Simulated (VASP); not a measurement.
Runs of VASP 6.6.1 on Ru. The structure is that of space group Im-3m (No. 229), or close to it. The cells are those of the table. 

| task | cell | cutoff (eV) | gap on the mesh (eV) | pressure (GPa) |
| --- | --- | --- | --- | --- |
| relaxation of cell and atoms | relaxed from a = 2.607 Å, angles 70.5, 109.5, 70.5°, 1 atom | 600 | none | 0.0 |
| relaxation of cell and atoms | relaxed to 40 GPa from a = 2.607 Å, angles 70.5, 109.5, 70.5°, 1 atom | 600 | none | 40.0 |
| single point | a = 2.550 Å, angles 70.5, 109.5, 70.5°, 1 atom | 520 | none | 40.1 |
| single point | a = 2.646 Å, angles 70.5, 109.5, 70.5°, 1 atom | 520 | none | -0.1 |
| single point | a = 2.516 Å, angles 70.5, 109.5, 70.5°, 1 atom | 520 | none | (a) |

Alike in all rows: level PBE; potentials or basis VASP PAW PBE potentials, release 64 (Ru_pv); no spin polarisation; k mesh 22 × 22 × 22; smearing fermi-dirac 0.1 eV.

Problem. Fill in the values left out.

Solution. (a) 60.3.

Caveats: the cell is relaxed towards a set pressure, so the enthalpy falls and the energy may rise (some runs).

A k mesh can miss the band edges, and the runs leave out spin-orbit coupling on Ru.

A gap of «none» marks levels without a gap at the run's occupations.
